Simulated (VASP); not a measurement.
# C (P6_3/mmc) in VASP: a series of runs, part 2 of 3

VASP 6.6.1. Earlier steps stand in the parts before.

**3. Single point, RPBE**

This run uses another cell than the first one, of 5.79 Å³/atom.

File INCAR:

```
ALGO = Normal ; EDIFF = 1E-7
ENCUT = 520 ; GGA = RP
ISIF = 2 ; ISMEAR = -1
LASPH = True ; LCHARG = False
LREAL = False ; LWAVE = False
NBANDS = 26 ; NELM = 80
PREC = Accurate ; SIGMA = 0.05
```

File KPOINTS:

```
k-points
0
Gamma
  12 12 4
```

File POSCAR:

```
C
1.0
    2.5388031358      0.0000000000      0.0000000000
   -1.2694015679      2.1986680108      0.0000000000
    0.0000000000      0.0000000000      8.2916519209
C
8
Direct
    0.6666666667      0.3333333333      0.8437500000
    0.3333333333      0.6666666667      0.3437500000
    0.6666666667      0.3333333333      0.6562500000
    0.3333333333      0.6666666667      0.1562500000
    0.0000000000      0.0000000000      0.9062500000
    0.0000000000      0.0000000000      0.4062500000
    0.0000000000      0.0000000000      0.5937500000
    0.0000000000      0.0000000000      0.0937500000
```

Potentials or basis: VASP PAW PBE potentials, release 64 (C).

Launch:

```console
$ cat potpaw_PBE.64/C/POTCAR > POTCAR
$ mpirun -np 1 vasp_std > vasp.out
```

OUTCAR:

```text
EDIFF = 1E-7
   ENCUT = 520
   GGA = RP
   ISIF = 2
   ISMEAR = -1
   LASPH = True
   LREAL = False
   NELM = 80
   PREC = Accurate

 ion  position               nearest neighbor table
   1  0.667  0.333  0.844-   3 1.55   5 1.55   5 1.55   5 1.55
   2  0.333  0.667  0.344-   4 1.55   6 1.55   6 1.55   6 1.55
   3  0.667  0.333  0.656-   1 1.55   7 1.55   7 1.55   7 1.55
   4  0.333  0.667  0.156-   2 1.55   8 1.55   8 1.55   8 1.55
   5  0.000  0.000  0.906-   8 1.55   1 1.55   1 1.55   1 1.55
   6  0.000  0.000  0.406-   7 1.55   2 1.55   2 1.55   2 1.55
   7  0.000  0.000  0.594-   6 1.55   3 1.55   3 1.55   3 1.55
   8  0.000  0.000  0.094-   5 1.55   4 1.55   4 1.55   4 1.55

  LATTYP: Found a hexagonal cell.
 ALAT       =     2.5388031358
 C/A-ratio  =     3.2659688355

  Lattice vectors:

 A1 = (   2.5388031358,   0.0000000000,   0.0000000000)
 A2 = (  -1.2694015679,   2.1986680108,   0.0000000000)
 A3 = (   0.0000000000,   0.0000000000,   8.2916519209)

Analysis of symmetry for initial positions (statically):
=====================================================================
 Subroutine PRICEL returns:
 Original cell was already a primitive cell.

 Routine SETGRP: Setting up the symmetry group for a
 hexagonal supercell.

 Subroutine GETGRP returns: Found 24 space group operations
 (whereof 12 operations were pure point group operations)
 out of a pool of 24 trial point group operations.

The static configuration has the point symmetry D_3d.
 The point group associated with its full space group is D_6h.

Analysis of symmetry for dynamics (positions and initial velocities):
=====================================================================
 Subroutine PRICEL returns:
 Original cell was already a primitive cell.

 Routine SETGRP: Setting up the symmetry group for a
 hexagonal supercell.

[... 139 lines left out ...]
  Fermi-wavevector in a.u.,A,eV,Ry     =   1.447599  2.735565 28.511587  2.095543
  Thomas-Fermi vector in A             =   2.565535
   LORBIT       =      0    0 simple, 1 ext, 2 COOP (PROOUT), +10 PAW based schemes
   GGA     = RP    functional components
   LHFCALC =     F    Hartree Fock is set to
   AEXX    =    0.0000 exact exchange contribution
   IVDW    =     0    specifies the selected vdW correction
   LEPSILON=     F    determine dielectric tensor
   LRPA    =     F    only Hartree local field effects (RPA)
 non-spin polarized calculation
  energy-cutoff  :      520.00
  volume of cell :       46.28
 maximum number of plane-waves:      1267
 NGX is ok and might be reduce to    20
   NGX =  9   NGY =  9   NGZ = 31

 number of electron      31.9999994 magnetization

 Free energy of the ion-electron system (eV)
  ---------------------------------------------------
  ext. energy  EPLUGINS =         0.00000000
  ---------------------------------------------------
  free energy    TOTEN  =       -68.84862093 eV

  energy without entropy =      -68.84862093  energy(sigma->0) =      -68.84862093

 E-fermi :  10.7280     XC(G=0): -13.0618

 val. band max:        9.7004440280   @ k =   0.0000   0.0000   0.0000
 cond. band min:      14.0655523615   @ k =   0.4167   0.0000   0.0000
 fundamental gap:      4.3651083335
 Fermi energy:        10.7280239438

 k-point     1 :       0.0000    0.0000    0.0000
  band No.  band energies     occupation
      1     -11.7369      2.00000
      2     -10.0648      2.00000
      3     -10.0152      2.00000
      4      -6.0558      2.00000
      5      -3.6332      2.00000
      6       3.0258      2.00000
[... 685 lines left out ...]
     25      20.0326      0.00000
     26      21.8648      0.00000

 [... further k-points ...]

------------------------ aborting loop because EDIFF is reached ----------------------------------------

  FORCE on cell =-STRESS in cart. coord.  units (eV):
  Direction    XX          YY          ZZ          XY          YZ          ZX
  --------------------------------------------------------------------------------------
  -------------------------------------------------------------------------------------
  Total       -1.0382677     -1.0382677      2.3119723     -0.0000000      0.0000000      0.0000000
  in kB      -35.9410012    -35.9410012     80.0319621     -0.0000000      0.0000000      0.0000000
  external PRESSURE =       2.7166532 kB  Pullay stress =       0.0000000 kB

 VOLUME and BASIS-vectors are now :
 -----------------------------------------------------------------------------
  energy-cutoff  :      520.00
  volume of cell :       46.28
      direct lattice vectors                 reciprocal lattice vectors
     2.538803136  0.000000000  0.000000000     0.393886389  0.227410413  0.000000000
    -1.269401568  2.198668011  0.000000000     0.000000000  0.454820826  0.000000000
     0.000000000  0.000000000  8.291651921     0.000000000  0.000000000  0.120603230

 POSITION                                       TOTAL-FORCE (eV/Angst)
 -----------------------------------------------------------------------------------
      1.26940      0.73289      6.99608         0.000000     -0.000000      0.308028
     -0.00000      1.46578      2.85026        -0.000000     -0.000000      0.308028
      1.26940      0.73289      5.44140        -0.000000     -0.000000     -0.308028
     -0.00000      1.46578      1.29557         0.000000      0.000000     -0.308028
      0.00000      0.00000      7.51431         0.000000     -0.000000      0.314107
      0.00000      0.00000      3.36848        -0.000000      0.000000      0.314107
      0.00000      0.00000      4.92317         0.000000     -0.000000     -0.314107
      0.00000      0.00000      0.77734        -0.000000      0.000000     -0.314107
 -----------------------------------------------------------------------------------
    total drift:                               -0.000000      0.000000      0.000000

  FREE ENERGIE OF THE ION-ELECTRON SYSTEM (eV)
  ---------------------------------------------------
  free  energy   TOTEN  =       -68.8486209346 eV

  energy  without entropy=      -68.8486209346  energy(sigma->0) =      -68.84862093
```

OSZICAR:

```text
N       E                     dE             d eps       ncg     rms          rms(c)
DAV:   1     0.655758169058E+02    0.65576E+02   -0.16453E+04  2964   0.119E+03
DAV:   2    -0.658065690630E+02   -0.13138E+03   -0.12262E+03  3938   0.227E+02
DAV:   3    -0.709173989827E+02   -0.51108E+01   -0.50689E+01  4026   0.389E+01
DAV:   4    -0.709666293231E+02   -0.49230E-01   -0.49146E-01  3850   0.416E+00
DAV:   5    -0.709674644278E+02   -0.83510E-03   -0.83443E-03  3932   0.509E-01    0.111E+01
DAV:   6    -0.693629502964E+02    0.16045E+01   -0.10077E+00  3426   0.537E+00    0.672E+00
DAV:   7    -0.688418675461E+02    0.52108E+00   -0.12796E+00  3514   0.635E+00    0.129E+00
DAV:   8    -0.688480924160E+02   -0.62249E-02   -0.33994E-02  3790   0.988E-01    0.115E-01
DAV:   9    -0.688484932747E+02   -0.40086E-03   -0.95690E-04  3936   0.193E-01    0.424E-02
DAV:  10    -0.688486157775E+02   -0.12250E-03   -0.15383E-04  3514   0.861E-02    0.124E-02
DAV:  11    -0.688486204564E+02   -0.46789E-05   -0.84155E-06  3860   0.197E-02    0.318E-03
DAV:  12    -0.688486209728E+02   -0.51635E-06   -0.25143E-07  3492   0.333E-03    0.647E-04
DAV:  13    -0.688486209346E+02    0.38153E-07   -0.40248E-08  2664   0.148E-03
   1 F= -.68848621E+02 E0= -.68848621E+02  d E =-.958029E-11
```

It took 36 s on 1 thread of Intel Xeon Platinum 8559C (Emerald Rapids), shared host; peak memory 0.18 GiB.

What came out:

- Free energy: -68.8486 eV
- Pressure: 0.3 GPa
- Largest force: 0.314 eV/Å
- Band gap on the k mesh: 4.37 eV (least direct gap 5.14 eV)

Forces on the atoms (eV/Å):
```
C    0.000  0.000  0.308
C    0.000  0.000  0.308
C    0.000  0.000 -0.308
C    0.000  0.000 -0.308
C    0.000  0.000  0.314
C    0.000  0.000  0.314
C    0.000  0.000 -0.314
C    0.000  0.000 -0.314
```

Stress tensor (GPa, compression positive):
```
-3.59  0.00  0.00
 0.00 -3.59  0.00
 0.00  0.00  8.00
```

Levels at points of the mesh, in eV from the valence-band top:
| k point | band 13 | band 14 | band 15 | band 16 | band 17 | band 18 | band 19 | band 20 |
| --- | --- | --- | --- | --- | --- | --- | --- | --- |
| (0.00, 0.00, 0.00) | -1.71 | -0.22 | 0.00 | 0.00 | 5.14 | 5.14 | 5.66 | 6.94 |
| (0.50, 0.00, 0.00) | -4.92 | -4.48 | -3.64 | -2.89 | 4.42 | 5.52 | 5.81 | 5.96 |
| (0.00, 0.00, 0.50) | -0.67 | -0.67 | -0.67 | -0.67 | 5.92 | 5.92 | 5.92 | 5.92 |
| (0.50, 0.00, 0.50) | -4.65 | -4.65 | -3.60 | -3.60 | 4.77 | 4.77 | 7.06 | 7.06 |

Caveat: the stress differs along the axes, from -4 to 8 GPa; the PAW data sets were made with another functional, which shifts forces and pressure a little.

**4. Single point, PBE exchange alone**

This run uses another cell than the first one, of 5.79 Å³/atom.

File INCAR:

```
SYSTEM = C
AGGAC = 0.0 ; ALDAC = 0.0
ALGO = Normal ; EDIFF = 1E-6
ENCUT = 520 ; GGA = PE
ISIF = 2 ; ISMEAR = -1
LASPH = .TRUE. ; LCHARG = .TRUE.
LELF = .TRUE. ; LREAL = .FALSE.
LVHAR = .TRUE. ; LWAVE = .FALSE.
NBANDS = 26 ; NELM = 100
PREC = Accurate ; SIGMA = 0.05
```

File KPOINTS:

```
k-points
0
G
  12 12 4
  0 0 0
```

POSCAR is that of step 3.

Potentials or basis: VASP PAW PBE potentials, release 64 (C).

Launch:

```console
$ cat potpaw_PBE.64/C/POTCAR > POTCAR
$ mpirun -np 1 vasp_std > vasp.out
```

OUTCAR:

```text
SYSTEM = C
   EDIFF = 1E-6
   ENCUT = 520
   GGA = PE
   ISIF = 2
   ISMEAR = -1
   LASPH = .TRUE.
   LREAL = .FALSE.
   NELM = 100
   PREC = Accurate

 ion  position               nearest neighbor table
   1  0.667  0.333  0.844-   3 1.55   5 1.55   5 1.55   5 1.55
   2  0.333  0.667  0.344-   4 1.55   6 1.55   6 1.55   6 1.55
   3  0.667  0.333  0.656-   1 1.55   7 1.55   7 1.55   7 1.55
   4  0.333  0.667  0.156-   2 1.55   8 1.55   8 1.55   8 1.55
   5  0.000  0.000  0.906-   8 1.55   1 1.55   1 1.55   1 1.55
   6  0.000  0.000  0.406-   7 1.55   2 1.55   2 1.55   2 1.55
   7  0.000  0.000  0.594-   6 1.55   3 1.55   3 1.55   3 1.55
[... 911 lines left out ...]
  Total        5.7114116      5.7114116      9.1538729     -0.0000000      0.0000000      0.0000000
  in kB      197.7080248    197.7080248    316.8733484     -0.0000000      0.0000000      0.0000000
  external PRESSURE =     237.4297993 kB  Pullay stress =       0.0000000 kB

 VOLUME and BASIS-vectors are now :
 -----------------------------------------------------------------------------
  energy-cutoff  :      520.00
  volume of cell :       46.28
      direct lattice vectors                 reciprocal lattice vectors
     2.538803136  0.000000000  0.000000000     0.393886389  0.227410413  0.000000000
    -1.269401568  2.198668011  0.000000000     0.000000000  0.454820826  0.000000000
     0.000000000  0.000000000  8.291651921     0.000000000  0.000000000  0.120603230

 POSITION                                       TOTAL-FORCE (eV/Angst)
 -----------------------------------------------------------------------------------
      1.26940      0.73289      6.99608         0.000000      0.000000      0.298979
     -0.00000      1.46578      2.85026        -0.000000     -0.000000      0.298979
      1.26940      0.73289      5.44140         0.000000      0.000000     -0.298979
     -0.00000      1.46578      1.29557        -0.000000      0.000000     -0.298979
      0.00000      0.00000      7.51431         0.000000      0.000000      0.334273
      0.00000      0.00000      3.36848        -0.000000      0.000000      0.334273
      0.00000      0.00000      4.92317         0.000000      0.000000     -0.334273
      0.00000      0.00000      0.77734         0.000000      0.000000     -0.334273
 -----------------------------------------------------------------------------------
    total drift:                               -0.000000      0.000000      0.000000

  FREE ENERGIE OF THE ION-ELECTRON SYSTEM (eV)
  ---------------------------------------------------
  free  energy   TOTEN  =       -58.4010832711 eV

  energy  without entropy=      -58.4010832711  energy(sigma->0) =      -58.40108327
```

Wall time 33 s (1 thread of Intel Xeon Platinum 8559C (Emerald Rapids), shared host); peak memory 0.18 GiB.

What came out:

```
Free energy            : -58.4011 eV
Pressure               : 23.7 GPa
Largest force          : 0.334 eV/Å
Band gap on the k mesh : 4.72 eV (least direct gap 5.28 eV)
```

Forces on the atoms (eV/Å):
```
C    0.000  0.000  0.299
C    0.000  0.000  0.299
C    0.000  0.000 -0.299
C    0.000  0.000 -0.299
C    0.000  0.000  0.334
C    0.000  0.000  0.334
C    0.000  0.000 -0.334
C    0.000  0.000 -0.334
```

Stress tensor (GPa, compression positive):
```
19.77  0.00  0.00
 0.00 19.77  0.00
 0.00  0.00 31.69
```

Levels at points of the mesh, in eV from the valence-band top:
```csv
k point,band 14,band 15,band 16,band 17,band 18,band 19
"(0.00, 0.00, 0.00)",-0.21,0.00,0.00,5.28,5.28,5.79
"(0.50, 0.00, 0.00)",-4.39,-3.55,-2.83,4.79,5.87,6.12
"(0.00, 0.00, 0.50)",-0.65,-0.65,-0.65,6.05,6.05,6.05
"(0.50, 0.00, 0.50)",-4.52,-3.52,-3.52,5.13,5.13,7.37
```

Caveat: the stress differs along the axes, from 20 to 32 GPa.

(Continued in part 3 of 3.)
